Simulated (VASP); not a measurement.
Wanted: the native input for a VASP 6.6.1 run.

- Task: single point
- Functional: PBE
- Potentials or basis: VASP PAW PBE potentials, release 64 (Na_pv)
- Cutoff: 520 eV
- k mesh: 17 × 17 × 17
- Occupations: fermi-dirac, width 0.1 eV
- Spin: no spin polarisation
- Dipole correction: no
- Further INCAR settings: ALGO = Normal; EDIFF = 1e-07; NBANDS = 10

The structure of Na lies in POSCAR:

```
Na
1.0
   -2.0985562613      2.0985562613      2.0985562613
    2.0985562613     -2.0985562613      2.0985562613
    2.0985562613      2.0985562613     -2.0985562613
Na
1
Direct
    0.0000000000      0.0000000000      0.0000000000
```

The input as run:

INCAR

```
ALGO = Normal
EDIFF = 1E-7
ENCUT = 520
GGA = PE
ISIF = 2
ISMEAR = -1
LASPH = True
LCHARG = False
LREAL = False
LWAVE = False
NBANDS = 10
NELM = 80
PREC = Accurate
SIGMA = 0.1
```

KPOINTS

```
k-points
0
Gamma
  17 17 17
```

Potentials or basis: VASP PAW PBE potentials, release 64 (Na_pv).

Run with:

```bash
$ cat potpaw_PBE.64/Na_pv/POTCAR > POTCAR
$ mpirun -np 1 vasp_std > vasp.out
```

It gave:

```
Pressure               : 0.0 GPa
Band gap on the k mesh : zero (an odd number of electrons rules out a gap without spin polarisation)
```

Run time: 56 s on 1 thread of Intel Xeon 8259CL, on a shared host, peak memory 0.18 GiB.
